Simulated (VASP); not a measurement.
Input of a VASP 6.6.1 run:

INCAR

```
SYSTEM = Ga3Sb
PREC = Accurate ; ENCUT = 520
EDIFF = 1E-6 ; ISMEAR = 0
SIGMA = 0.1 ; LREAL = .FALSE.
LASPH = .TRUE. ; NELM = 100
ALGO = Fast ; ISIF = 2
LWAVE = .FALSE. ; LCHARG = .FALSE.
GGA = PE ; IVDW = 12
NBANDS = 30
```

File KPOINTS:

```
Automatic mesh
0
G
  14 14 14
  0 0 0
```

File POSCAR:

```
Ga3Sb
1.0
   -2.2686928848      2.2686928848      4.1761278654
    2.2686928848     -2.2686928848      4.1761278654
    2.2686928848      2.2686928848     -4.1761278654
Ga Sb
3 1
Direct
    0.7500000000      0.2500000000      0.5000000000
    0.2500000000      0.7500000000      0.5000000000
    0.5000000000      0.5000000000      0.0000000000
    0.0000000000      0.0000000000      0.0000000000
```

Potentials or basis: VASP PAW PBE potentials, release 64 (Ga_d, Sb).

The run is started by

```sh
$ cat potpaw_PBE.64/Ga_d/POTCAR potpaw_PBE.64/Sb/POTCAR > POTCAR
$ mpirun -np 1 vasp_std > vasp.out
```

(1) Estimate the band gap on the k mesh.

(2) What does it give for the pressure?

(3) Estimate the dispersion energy per atom.

## Answers

(1) zero (bands 22 and 23 overlap by 4.44 eV).

(2) -1.5 GPa.

(3) -0.346 eV.

Caveat: spin-orbit coupling is left out, which moves the levels of the heavy elements.
